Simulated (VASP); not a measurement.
Write the native input for VASP 6.6.1 that does the following.

| Quantity | Value |
| --- | --- |
| Task | single point |
| Functional | revPBE |
| Dispersion | D4 |
| Potentials or basis | VASP PAW PBE potentials, release 64 (Cl, Li_sv) |
| Cutoff | 520 eV |
| k mesh | 9 × 9 × 9 |
| Occupations | fermi-dirac, width 0.05 eV |
| Spin | no spin polarisation |
| Dipole correction | no |
| Further INCAR settings | ALGO = Normal; EDIFF = 1e-06; NBANDS = 12 |

The structure of LiCl lies in POSCAR:

```
LiCl
1.0
    0.0000000000      2.5490333757      2.5490333757
    2.5490333757      0.0000000000      2.5490333757
    2.5490333757      2.5490333757      0.0000000000
Cl Li
1 1
Direct
    0.5000000000      0.5000000000      0.5000000000
    0.0000000000      0.0000000000      0.0000000000
```

One way to write it, as run:

INCAR

```
PREC = Accurate
ENCUT = 520
EDIFF = 1E-6
ISMEAR = -1
SIGMA = 0.05
LREAL = F
LASPH = T
NELM = 60
ALGO = Normal
ISIF = 2
LWAVE = F
LCHARG = F
GGA = RE
IVDW = 13
NBANDS = 12
```

KPOINTS

```
regular mesh
0
Gamma
  9 9 9
```

Potentials or basis: VASP PAW PBE potentials, release 64 (Cl, Li_sv).

Run with:

```bash
$ cat potpaw_PBE.64/Cl/POTCAR potpaw_PBE.64/Li_sv/POTCAR > POTCAR
$ mpirun -np 1 vasp_std > vasp.out
```

Results of the run:

| Item | Value |
| --- | --- |
| Band gap on the k mesh | 6.65 eV |
| Dispersion energy per atom | -0.235 eV |

Caveat: an odd mesh through Γ misses points on the zone boundary, where band edges can lie.

Wall time 26 s on 1 thread of Intel Xeon 8259CL (shared host), peak memory 0.15 GiB.
